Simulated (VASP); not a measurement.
The system is Ag.

```xyz
1
Lattice="0.0000 2.0696 2.0696 2.0696 0.0000 2.0696 2.0696 2.0696 0.0000" Properties=species:S:1:pos:R:3 pbc="T T T"
Ag    0.0000    0.0000    0.0000
```

Base run:

* Program: VASP 6.6.1
* Functional: BLYP
* Dispersion: D3(BJ)
* Potentials or basis: VASP PAW PBE potentials, release 64 (Ag)
* Cutoff: 520 eV
* k mesh: 11 × 11 × 11
* Occupations: fermi-dirac, width 0.05 eV
* Spin: no spin polarisation

Its results: pressure -4.5 GPa.

**Question.** The run is repeated on the same cell with these changes: functional from BLYP to PBE. What comes out?

**Answer.** Pressure -5.0 GPa.

PBE binds more tightly than BLYP, so the same cell stands under less pressure.

Caveats: pairwise dispersion overbinds metals, which lowers pressure and volume; the PAW data sets were made with another functional, which shifts forces and pressure a little (some runs).
